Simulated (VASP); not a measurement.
# Cs (Fm-3m) in VASP: further runs, part 3 of 3

VASP 6.6.1.

## (5) Single point, r2SCAN (133.49 Å³/atom)

This run uses another cell than the first one, of 133.49 Å³/atom.

POSCAR

```
Cs
1.0
    0.0000000000      4.0563524147      4.0563524147
    4.0563524147      0.0000000000      4.0563524147
    4.0563524147      4.0563524147      0.0000000000
Cs
1
Direct
    0.0000000000      0.0000000000      0.0000000000
```

INCAR.step1

```
PREC = Accurate
ENCUT = 550
ISMEAR = -1
SIGMA = 0.1
LREAL = F
LASPH = T
NELM = 120
NBANDS = 10
GGA = PE
ALGO = Normal
EDIFF = 1E-5
LWAVE = T
LCHARG = F
GGA_COMPAT = F
```

INCAR.step2

```
PREC = Accurate
ENCUT = 550
EDIFF = 1E-6
ISMEAR = -1
SIGMA = 0.1
LREAL = F
LASPH = T
NELM = 120
ALGO = Normal
ISIF = 2
LWAVE = F
LCHARG = T
METAGGA = R2SCAN
LMIXTAU = T
LELF = T
LVHAR = T
NBANDS = 10
ISTART = 1
GGA_COMPAT = F
```

KPOINTS

```
Automatic mesh
0
Gamma
  8 8 8
```

Potentials or basis: VASP PAW PBE potentials, release 64 (Cs_sv).

Command:

```sh
cat potpaw_PBE.64/Cs_sv/POTCAR > POTCAR
cp INCAR.step1 INCAR
mpirun -np 1 vasp_std > vasp.out
cp INCAR.step2 INCAR
mpirun -np 1 vasp_std > vasp.out
```

OUTCAR:

```text
PREC = Accurate
   ENCUT = 550
   EDIFF = 1E-6
   ISMEAR = -1
   LREAL = F
   LASPH = T
   NELM = 120
   ISIF = 2
   METAGGA = R2SCAN
   ISTART = 1

 ion  position               nearest neighbor table
   1  0.000  0.000  0.000-

  LATTYP: Found a face centered cubic cell.
 ALAT       =     8.1127048294

  Lattice vectors:

 A1 = (   0.0000000000,   4.0563524147,   4.0563524147)
 A2 = (   4.0563524147,   0.0000000000,   4.0563524147)
 A3 = (   4.0563524147,   4.0563524147,   0.0000000000)

Analysis of symmetry for initial positions (statically):
=====================================================================
 Subroutine PRICEL returns:
 Original cell was already a primitive cell.

 Routine SETGRP: Setting up the symmetry group for a
 face centered cubic supercell.

 Subroutine GETGRP returns: Found 48 space group operations
 (whereof 48 operations were pure point group operations)
 out of a pool of 48 trial point group operations.

The static configuration has the point symmetry O_h .

Analysis of symmetry for dynamics (positions and initial velocities):
=====================================================================
 Subroutine PRICEL returns:
 Original cell was already a primitive cell.

 Routine SETGRP: Setting up the symmetry group for a
 face centered cubic supercell.

 Subroutine GETGRP returns: Found 48 space group operations
 (whereof 48 operations were pure point group operations)
 out of a pool of 48 trial point group operations.

The dynamic configuration has the point symmetry O_h .

 Subroutine INISYM returns: Found 48 space group operations
 (whereof 48 operations are pure point group operations),
 and found     1 'primitive' translations

----------------------------------------------------------------------------------------

                                     Primitive cell
[... 111 lines left out ...]
  Fermi-wavevector in a.u.,A,eV,Ry     =   0.666310  1.259144  6.040574  0.443970
  Thomas-Fermi vector in A             =   1.740573
   LORBIT       =      0    0 simple, 1 ext, 2 COOP (PROOUT), +10 PAW based schemes
   METAGGA = R2SCAN    functional components
   LHFCALC =     F    Hartree Fock is set to
   AEXX    =    0.0000 exact exchange contribution
   IVDW    =     0    specifies the selected vdW correction
   LEPSILON=     F    determine dielectric tensor
   LRPA    =     F    only Hartree local field effects (RPA)
 non-spin polarized calculation
  energy-cutoff  :      550.00
  volume of cell :      133.49
 maximum number of plane-waves:      3944
 NGX is ok and might be reduce to    48
   NGX = 21   NGY = 21   NGZ = 21

 number of electron       8.9999999 magnetization

 Free energy of the ion-electron system (eV)
  ---------------------------------------------------
  ext. energy  EPLUGINS =         0.00000000
  ---------------------------------------------------
  free energy    TOTEN  =       -25.03148141 eV

  energy without entropy =      -24.99148707  energy(sigma->0) =      -25.01148424

 E-fermi :   0.1781     XC(G=0):  -5.2667

 val. band max:        0.0878517155   @ k =  -0.3750   0.1250   0.0000
 cond. band min:       0.2323759435   @ k =   0.5000   0.3750   0.1250
 fundamental gap:      0.1445242281
 Fermi energy:         0.1781231543

 k-point     1 :       0.0000    0.0000    0.0000
  band No.  band energies     occupation
      1     -24.6879      2.00000
      2     -11.0710      2.00000
      3     -11.0710      2.00000
      4     -11.0710      2.00000
      5      -1.4496      2.00000
      6       2.8611      0.00000
      7       2.8611      0.00000
      8       2.8611      0.00000
      9       3.8976      0.00000
     10       3.8976      0.00000
[... 287 lines left out ...]
 k-point    24 :      -0.3750    0.2500    0.1250
  band No.  band energies     occupation
      1     -24.6841      2.00000
      2     -11.1429      2.00000
      3     -11.1040      2.00000
      4     -11.0893      2.00000
      5       0.6945      0.01138
      6       0.8137      0.00347
      7       1.9867      0.00000
      8       2.9174      0.00000
      9       3.9456      0.00000
     10       4.5702      0.00000

 [... further k-points ...]

------------------------ aborting loop because EDIFF is reached ----------------------------------------

  FORCE on cell =-STRESS in cart. coord.  units (eV):
  Direction    XX          YY          ZZ          XY          YZ          ZX
  --------------------------------------------------------------------------------------
  -------------------------------------------------------------------------------------
  Total       -0.0937178     -0.0937178     -0.0937178     -0.0000000      0.0000000      0.0000000
  in kB       -1.1248527     -1.1248527     -1.1248527     -0.0000000      0.0000000      0.0000000
  external PRESSURE =      -1.1248527 kB  Pullay stress =       0.0000000 kB

 VOLUME and BASIS-vectors are now :
 -----------------------------------------------------------------------------
  energy-cutoff  :      550.00
  volume of cell :      133.49
      direct lattice vectors                 reciprocal lattice vectors
     0.000000000  4.056352415  4.056352415    -0.123263452  0.123263452  0.123263452
     4.056352415  0.000000000  4.056352415     0.123263452 -0.123263452  0.123263452
     4.056352415  4.056352415  0.000000000     0.123263452  0.123263452 -0.123263452

 POSITION                                       TOTAL-FORCE (eV/Angst)
 -----------------------------------------------------------------------------------
      0.00000      0.00000      0.00000         0.000000      0.000000      0.000000
 -----------------------------------------------------------------------------------
    total drift:                                0.000000      0.000000      0.000000

  FREE ENERGIE OF THE ION-ELECTRON SYSTEM (eV)
  ---------------------------------------------------
  free  energy   TOTEN  =       -25.0314814080 eV

  energy  without entropy=      -24.9914870655  energy(sigma->0) =      -25.01148424
```

OUTCAR.step1:

```text
PREC = Accurate
   ENCUT = 550
   ISMEAR = -1
   LREAL = F
   LASPH = T
   NELM = 120
[... 526 lines left out ...]

 POSITION                                       TOTAL-FORCE (eV/Angst)
 -----------------------------------------------------------------------------------
      0.00000      0.00000      0.00000         0.000000      0.000000     -0.000000
 -----------------------------------------------------------------------------------
    total drift:                                0.000000      0.000000      0.000000

  FREE ENERGIE OF THE ION-ELECTRON SYSTEM (eV)
  ---------------------------------------------------
  free  energy   TOTEN  =        -0.8601512920 eV

  energy  without entropy=       -0.8172765485  energy(sigma->0) =       -0.83871392
```

OSZICAR.step1:

```text
N       E                     dE             d eps       ncg     rms          rms(c)
DAV:   1     0.568462716884E+02    0.56846E+02   -0.28609E+03   580   0.640E+02
DAV:   2     0.534502852437E+01   -0.51501E+02   -0.49754E+02   792   0.106E+02
DAV:   3    -0.754638112852E+00   -0.60997E+01   -0.60929E+01   664   0.431E+01
DAV:   4    -0.857049832537E+00   -0.10241E+00   -0.10240E+00   762   0.658E+00
DAV:   5    -0.857551636943E+00   -0.50180E-03   -0.50179E-03   780   0.425E-01    0.127E-01
DAV:   6    -0.858690045892E+00   -0.11384E-02   -0.11499E-03   750   0.165E-01    0.907E-02
DAV:   7    -0.860091357732E+00   -0.14013E-02   -0.36443E-03   628   0.303E-01    0.313E-02
DAV:   8    -0.860148739398E+00   -0.57382E-04   -0.10275E-04   680   0.624E-02    0.525E-03
DAV:   9    -0.860151291981E+00   -0.25526E-05   -0.70305E-06   612   0.131E-02
   1 F= -.86015129E+00 E0= -.83871392E+00  d E =-.428747E-01
```

Run time: 5.3 min. Hardware: 1 thread of Intel Xeon Platinum 8259CL at 2.50GHz (Skylake/Cascade Lake), shared host; peak memory 0.36 GiB.

What came out:

- Free energy: -25.0315 eV
- Pressure: -0.1 GPa
- Band gap on the k mesh: zero (an odd number of electrons rules out a gap without spin polarisation)

Levels at points of the mesh, in eV from the Fermi level:
| k point | band 3 | band 4 | band 5 | band 6 | band 7 | band 8 |
| --- | --- | --- | --- | --- | --- | --- |
| (0.00, 0.00, 0.00) | -11.25 | -11.25 | -1.63 | 2.68 | 2.68 | 2.68 |
| (0.50, 0.00, 0.00) | -11.26 | -11.26 | 0.11 | 0.57 | 2.53 | 2.53 |
| (0.50, 0.50, 0.00) | -11.28 | -11.28 | 0.40 | 1.24 | 1.25 | 3.93 |

Caveat: the PAW data sets were made with another functional, which shifts forces and pressure a little; spin-orbit coupling is left out, which moves the levels of the heavy elements.

## (6) Single point, r2SCAN (138.43 Å³/atom)

This run uses another cell than the first one, of 138.43 Å³/atom.

POSCAR

```
Cs
1.0
    0.0000000000      4.1058250028      4.1058250028
    4.1058250028      0.0000000000      4.1058250028
    4.1058250028      4.1058250028      0.0000000000
Cs
1
Direct
    0.0000000000      0.0000000000      0.0000000000
```

INCAR.step1

```
SYSTEM = Cs
  PREC = Accurate
  ENCUT = 550
  ISMEAR = -1
  SIGMA = 0.1
  LREAL = .FALSE.
  LASPH = .TRUE.
  NELM = 120
  NBANDS = 10
  GGA = PE
  ALGO = Normal
  EDIFF = 1E-5
  LWAVE = .TRUE.
  LCHARG = .FALSE.
  GGA_COMPAT = .FALSE.
```

INCAR.step2

```
SYSTEM = Cs
  PREC = Accurate
  ENCUT = 550
  EDIFF = 1E-6
  ISMEAR = -1
  SIGMA = 0.1
  LREAL = .FALSE.
  LASPH = .TRUE.
  NELM = 120
  ALGO = Normal
  ISIF = 2
  LWAVE = .FALSE.
  LCHARG = .TRUE.
  METAGGA = R2SCAN
  LMIXTAU = .TRUE.
  LELF = .TRUE.
  LVHAR = .TRUE.
  NBANDS = 10
  ISTART = 1
  GGA_COMPAT = .FALSE.
```

KPOINTS

```
regular mesh
0
G
  8 8 8
  0 0 0
```

Potentials or basis: VASP PAW PBE potentials, release 64 (Cs_sv).

Command:

```sh
cat potpaw_PBE.64/Cs_sv/POTCAR > POTCAR
cp INCAR.step1 INCAR
mpirun -np 1 vasp_std > vasp.out
cp INCAR.step2 INCAR
mpirun -np 1 vasp_std > vasp.out
```

OUTCAR:

```text
SYSTEM = Cs
   PREC = Accurate
   ENCUT = 550
   EDIFF = 1E-6
   ISMEAR = -1
   LREAL = .FALSE.
   LASPH = .TRUE.
   NELM = 120
   ISIF = 2
   METAGGA = R2SCAN
   ISTART = 1

 ion  position               nearest neighbor table
   1  0.000  0.000  0.000-

  LATTYP: Found a face centered cubic cell.
 ALAT       =     8.2116500056

  Lattice vectors:

 A1 = (   0.0000000000,   4.1058250028,   4.1058250028)
 A2 = (   4.1058250028,   0.0000000000,   4.1058250028)
 A3 = (   4.1058250028,   4.1058250028,   0.0000000000)

Analysis of symmetry for initial positions (statically):
=====================================================================
 Subroutine PRICEL returns:
 Original cell was already a primitive cell.

 Routine SETGRP: Setting up the symmetry group for a
 face centered cubic supercell.

 Subroutine GETGRP returns: Found 48 space group operations
 (whereof 48 operations were pure point group operations)
 out of a pool of 48 trial point group operations.

The static configuration has the point symmetry O_h .

Analysis of symmetry for dynamics (positions and initial velocities):
[... 162 lines left out ...]
 Fermi energy:         0.0993461058

 k-point     1 :       0.0000    0.0000    0.0000
  band No.  band energies     occupation
      1     -24.7898      2.00000
      2     -11.1756      2.00000
      3     -11.1755      2.00000
      4     -11.1755      2.00000
      5      -1.4938      2.00000
      6       2.7619      0.00000
      7       2.7619      0.00000
      8       2.7620      0.00000
      9       3.7693      0.00000
     10       3.7693      0.00000
[... 287 lines left out ...]
 k-point    24 :      -0.3750    0.2500    0.1250
  band No.  band energies     occupation
      1     -24.7866      2.00000
      2     -11.2387      2.00000
      3     -11.2046      2.00000
      4     -11.1916      2.00000
      5       0.6130      0.01169
      6       0.7238      0.00388
      7       1.9028      0.00000
      8       2.8074      0.00000
      9       3.7897      0.00000
     10       4.4135      0.00000

 [... further k-points ...]

------------------------ aborting loop because EDIFF is reached ----------------------------------------

  FORCE on cell =-STRESS in cart. coord.  units (eV):
  Direction    XX          YY          ZZ          XY          YZ          ZX
  --------------------------------------------------------------------------------------
  -------------------------------------------------------------------------------------
  Total       -0.1486847     -0.1486847     -0.1486847      0.0000000     -0.0000000      0.0000000
  in kB       -1.7208598     -1.7208598     -1.7208598      0.0000000     -0.0000000      0.0000000
  external PRESSURE =      -1.7208598 kB  Pullay stress =       0.0000000 kB

 VOLUME and BASIS-vectors are now :
 -----------------------------------------------------------------------------
  energy-cutoff  :      550.00
  volume of cell :      138.43
      direct lattice vectors                 reciprocal lattice vectors
     0.000000000  4.105825003  4.105825003    -0.121778205  0.121778205  0.121778205
     4.105825003  0.000000000  4.105825003     0.121778205 -0.121778205  0.121778205
     4.105825003  4.105825003  0.000000000     0.121778205  0.121778205 -0.121778205

 POSITION                                       TOTAL-FORCE (eV/Angst)
 -----------------------------------------------------------------------------------
      0.00000      0.00000      0.00000         0.000000      0.000000      0.000000
 -----------------------------------------------------------------------------------
    total drift:                                0.000000      0.000000      0.000000

  FREE ENERGIE OF THE ION-ELECTRON SYSTEM (eV)
  ---------------------------------------------------
  free  energy   TOTEN  =       -25.0273910539 eV

  energy  without entropy=      -24.9873815703  energy(sigma->0) =      -25.00738631
```

It took 5.6 min on 1 thread of Intel Xeon Platinum 8259CL at 2.50GHz (Skylake/Cascade Lake), shared host; peak memory 0.37 GiB.

Results:

```
Free energy            : -25.0274 eV
Pressure               : -0.2 GPa
Band gap on the k mesh : zero (an odd number of electrons rules out a gap without spin polarisation)
```

Caveat: the PAW data sets were made with another functional, which shifts forces and pressure a little; spin-orbit coupling is left out, which moves the levels of the heavy elements.

## (7) Overview

| cell | gap on the mesh (eV) | pressure (GPa) |
| --- | --- | --- |
| a = 5.516 Å, angles 60.0°, 1 atom | none | 0.1 |
| a = 5.591 Å, angles 60.0°, 1 atom | none | 0.0 |
| a = 5.665 Å, angles 60.0°, 1 atom | none | -0.1 |
| a = 5.737 Å, angles 60.0°, 1 atom | none | -0.1 |
| a = 5.807 Å, angles 60.0°, 1 atom | none | -0.2 |

Alike in all rows: task single point; level r2SCAN; potentials or basis VASP PAW PBE potentials, release 64 (Cs_sv); no spin polarisation; k mesh 8 × 8 × 8; cutoff (eV) 550; smearing fermi-dirac 0.1 eV.

Caveats: the PAW data sets were made with another functional, which shifts forces and pressure a little; spin-orbit coupling is left out, which moves the levels of the heavy elements.

Absolute energies hang on the potentials; compare differences alone.

The gap in the log of VASP goes by the Fermi energy; the results here count the filled bands.